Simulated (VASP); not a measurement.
The system is NaCl.

```
Na Cl
1.0
     0.00000    2.84709    2.84709
     2.84709    0.00000    2.84709
     2.84709    2.84709    0.00000
Na Cl
1 1
Direct
  0.00000 0.00000 0.00000
  0.50000 0.50000 0.50000
```

- Program: VASP 6.6.1
- Task: relaxation of cell and atoms
- Functional: r2SCAN
- Potentials or basis: VASP PAW PBE potentials, release 64 (Na_pv, Cl)
- Cutoff: 600 eV
- k mesh: 8 × 8 × 8
- Occupations: fermi-dirac, width 0.02 eV
- Spin: no spin polarisation

At the start: pressure -1.3 GPa; volume 23.08 Å³/atom.

Problem. Where does the relaxation end?

Solution. Over 5 steps the energy falls by 5.6 meV/atom and the volume is 21.87 Å³/atom (-5.3 %); space group Fm-3m (No. 225, to 0.1 Å) before and after.

The path:
```tsv
step	energy change (eV)	largest force (eV/Å)	pressure (GPa)	volume (Å³)
1	0.0000	0.0000	-1.32	46.16
2	-0.0084	0.0000	-0.71	44.90
3	-0.0109	0.0000	-0.25	44.12
4	-0.0087	0.0000	0.77	42.60
5	-0.0113	0.0000	0.02	43.73
```

Final structure:
```yaml
crystal:
  lattice:
    - [0.00000, 2.79635, 2.79635]
    - [2.79635, 0.00000, 2.79635]
    - [2.79635, 2.79635, 0.00000]
  atoms:
    - { symbol: Na, position: [0.00000, 0.00000, 0.00000] }
    - { symbol: Cl, position: [0.50000, 0.50000, 0.50000] }
```

Caveat: the PAW data sets were made with another functional, which shifts forces and pressure a little.
